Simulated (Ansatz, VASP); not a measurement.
## Al2O3 in VASP and in Ansatz

```
Al O
1.0
     2.42560    1.40042    4.29654
    -2.42560    1.40042    4.29654
     0.00000   -2.80084    4.29654
Al O
4 6
Cartesian
  0.0000 0.0000 10.9836
  0.0000 0.0000 8.3508
  0.0000 0.0000 1.9060
  0.0000 0.0000 4.5388
  -0.9404 -1.4004 5.3707
  1.6830 -0.1142 5.3707
  -0.7426 1.5146 5.3707
  0.9404 1.4004 7.5189
  -1.6830 0.1142 7.5189
  0.7426 -1.5146 7.5189
```

Alike in both runs: task single point; functional PBE; k mesh 6 × 6 × 6; occupations gaussian, width 0.05 eV; no spin polarisation.

```csv
,VASP,Ansatz
version,VASP 6.6.1,Ansatz 0.2.0
potentials or method,"VASP PAW PBE potentials, release 64 (Al, O), cutoff 520 eV","scalar-relativistic, plane waves, PAW"
valence electrons in the cell,48,48
```

|  | VASP | Ansatz | Ansatz less VASP |
| --- | --- | --- | --- |
| gap on the k mesh at the Fermi level (eV) | 5.65 | 5.65 | +0.006 |
| least direct gap on the mesh (eV) | 5.65 | 5.65 | +0.006 |
| pressure (GPa) | -0.3 | -0.3 | +0.05 |
| traceless stress, the component that is largest in VASP (GPa) | 6.93 | 6.92 | -0.005 |
| rms of the force components (eV/Å) | 0.074 | 0.071 | -0.0028 |

Atom by atom the forces differ by 0.004 eV/Å (rms over components). The functional is the same, so the differences come from potentials, cutoffs and numerics.
